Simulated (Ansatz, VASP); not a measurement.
# One calculation of O, two programs

Contents of POSCAR:

```
O
1.0
    2.8514028533     -1.6624159400      0.0000000000
    2.8514028533      1.6624159400      0.0000000000
   -2.3944914034      0.0000000000      3.6470501824
O
2
Direct
    0.9745461700      0.9745461700      0.8444259800
    0.0254538300      0.0254538300      0.1555740200
```

File INCAR.step1:

```
PREC = Accurate
ENCUT = 520
ISMEAR = -1
SIGMA = 0.05
LREAL = False
LASPH = True
NELM = 80
NBANDS = 13
GGA = PE
ALGO = Normal
EDIFF = 1E-4
LWAVE = True
LCHARG = False
```

INCAR.step2

```
PREC = Accurate
ENCUT = 520
EDIFF = 1E-6
ISMEAR = -1
SIGMA = 0.05
LREAL = False
LASPH = True
NELM = 80
ALGO = Normal
ISIF = 2
LWAVE = False
LCHARG = False
METAGGA = R2SCAN
LMIXTAU = True
NBANDS = 13
ISTART = 1
```

Contents of KPOINTS:

```
regular mesh
0
Gamma
  10 10 7
```

The input input.yaml:

```yaml
crystal:
  lattice:
    - [2.8514028533, -1.66241594, 0.0]
    - [2.8514028533, 1.66241594, 0.0]
    - [-2.3944914034, 0.0, 3.6470501824]
  atoms:
    - { symbol: O, position: [0.97454617, 0.97454617, 0.84442598] }
    - { symbol: O, position: [0.02545383, 0.02545383, 0.15557402] }
hamiltonian:
  xc: r2scan
  pseudopotentials: { kind: paw }
kpoints:
  mp_grid: { grid: [10, 10, 7] }
scf:
  occupations: { method: fermi_dirac, width: 0.05 }
output:
  forces: true
  stress: true
  eigenvalues: true
  write_density: true
  write_potential: true
  elf: true
  volumetric_format: npy
```

Alike in both runs: task single point; functional r2SCAN; k mesh 10 × 10 × 7; occupations fermi-dirac, width 0.05 eV; no spin polarisation.

|  | VASP | Ansatz |
| --- | --- | --- |
| version | VASP 6.6.1 | Ansatz 0.2.0 |
| potentials or method | VASP PAW PBE potentials, release 64 (O) | Ansatz PAW |
| plane-wave cutoff (eV) | 520 | 500 |
| valence electrons in the cell | 12 | 12 |

```csv
,VASP,Ansatz,Ansatz less VASP
gap on the k mesh at the Fermi level (eV),none,none,-
pressure (GPa),-2.6,-4.7,-2.10
"traceless stress, the component that is largest in VASP (GPa)",-2.02,0.36,+2.376
rms of the force components (eV/Å),0.171,0.597,+0.4263
```

VASP's potentials were made for PBE, not for r2SCAN. Atom by atom the forces differ by 0.734 eV/Å (rms over components). A gap of «none» marks a metal or a gap that the smearing closes. One of these differences is far larger than is usual between the two programs; its cause wasn't traced. With one functional, cell and mesh, what is left measures potentials, basis and numerics.

Noted on VASP's run: the standard files for N, O and F lose accuracy on very short bonds; spin is off for a triplet molecule. Noted on Ansatz's run: spin is off for a triplet molecule.
